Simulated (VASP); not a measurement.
A run of VASP 6.6.1:

The input INCAR:

```
SYSTEM = Al3Cu2
ALGO = Normal ; EDIFF = 1E-7
ENCUT = 520 ; GGA = PS
ISIF = 2 ; ISMEAR = 0
LASPH = .True. ; LCHARG = .False.
LREAL = .False. ; LWAVE = .False.
NBANDS = 24 ; NELM = 60
PREC = Accurate ; SIGMA = 0.05
```

Contents of KPOINTS:

```
k-points
0
Gamma
  9 9 8
  0 0 0
```

File POSCAR:

```
Al3Cu2
1.0
    4.0919516368      0.0000000000      0.0000000000
   -2.0459758184      3.5437340685      0.0000000000
    0.0000000000      0.0000000000      4.9927787000
Al Cu
3 2
Direct
    0.0000000000      0.0000000000      0.0000000000
    0.3333333300      0.6666666700      0.3499253500
    0.6666666700      0.3333333300      0.6500746500
    0.3333333300      0.6666666700      0.8395121300
    0.6666666700      0.3333333300      0.1604878700
```

Potentials or basis: VASP PAW PBE potentials, release 64 (Al, Cu).

Launch:

```sh
$ cat potpaw_PBE.64/Al/POTCAR potpaw_PBE.64/Cu/POTCAR > POTCAR
$ mpirun -np 1 vasp_std > vasp.out
```

Hardware: 1 thread of Intel(R) Xeon(R) Platinum 8375C CPU @ 2.90GHz (Ice Lake), with other jobs on the host.

Q: Estimate the wall time of this run.

A: It took 2.2 min on 1 thread of Intel(R) Xeon(R) Platinum 8375C CPU @ 2.90GHz (Ice Lake), on a shared host, peak memory 0.25 GiB. Counts: scf iterations 16, k points 81.
